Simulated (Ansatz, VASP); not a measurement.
# One calculation of MgCdS, two programs

The input INCAR:

```
SYSTEM = MgCdS
PREC     = Accurate       ! precision mode
ENCUT    = 600            ! plane-wave cutoff, eV
EDIFF    = 1E-6           ! SCF threshold, eV
ISMEAR   = 0              ! smearing method
SIGMA    = 0.01           ! smearing width, eV
LREAL    = .False.        ! projectors in reciprocal space
LASPH    = .True.         ! aspherical terms in the spheres
NELM     = 100            ! most SCF steps
ALGO     = Normal         ! electronic algorithm
ISIF     = 3              ! what is computed and relaxed
LWAVE    = .False.        ! write WAVECAR
LCHARG   = .False.        ! write CHGCAR
GGA      = PE             ! functional
IBRION   = 2              ! ionic algorithm
NSW      = 100            ! ionic steps
EDIFFG   = -0.01          ! ionic threshold
```

KPOINTS

```
regular mesh
0
Gamma
  8 8 8
  0 0 0
```

POSCAR

```
MgCdS
1.0
    4.5190116049      0.0000000000      0.0000000000
    0.0000000000      4.5190116049      0.0000000000
    0.0000000000      0.0000000000      4.5557787450
Mg Cd S
1 1 1
Direct
    0.5000000000      0.5000000000      0.5000000000
    0.0000000000      0.0000000000      0.5000000000
    0.5000000000      0.5000000000      0.0000000000
```

Input for Ansatz:

```yaml
crystal:
  lattice:
    - [4.5190130138, 0.0, 0.0]
    - [0.0, 4.5190130138, 0.0]
    - [0.0, 0.0, 4.5557785712]
  atoms:
    - { symbol: Mg, position: [0.5, 0.5, 0.5] }
    - { symbol: Cd, position: [0.0, 0.0, 0.5] }
    - { symbol: S, position: [0.5, 0.5, 0.0] }
basis:
  ecutwfc: 420
kpoints:
  mp_grid: { grid: [8, 8, 8] }
hamiltonian:
  xc: pbe
scf:
  occupations: { method: gaussian, width: 0.01 }
output:
  forces: true
  stress: true
  eigenvalues: true
  write_density: true
  write_potential: true
  elf: true
  volumetric_format: npy
relax:
  adjacent_minimum: "off"
  f_tol: 0.01
  max_steps: 80
  cell: { stress_tol: 0.05 }
```

Alike in both runs: task relaxation of cell and atoms; functional PBE; k mesh 8 × 8 × 8; occupations gaussian, width 0.01 eV; no spin polarisation.

|  | VASP | Ansatz |
| --- | --- | --- |
| version | VASP 6.6.1 | Ansatz 0.2.0 |
| potentials or method | VASP PAW PBE potentials, release 64 (Mg, Cd, S), cutoff 600 eV | scalar-relativistic, plane waves, PAW |
| valence electrons in the cell | 20 | 36 |

VASP gave:

* gap on the k mesh at the Fermi level, each at its own relaxed structure (eV): 0.04
* relaxed volume (Å³/atom): 31.16
* relaxed cell length with the largest relative difference (Å): 4.534

Question: Estimate Ansatz's values.

Answer: gap on the k mesh at the Fermi level, each at its own relaxed structure (eV): 0.06; relaxed volume (Å³/atom): 31.35; relaxed cell length with the largest relative difference (Å): 4.547.

VASP's potentials hold 20 valence electrons a cell and Ansatz's 36, so a difference there can come from the potentials and not from the codes.
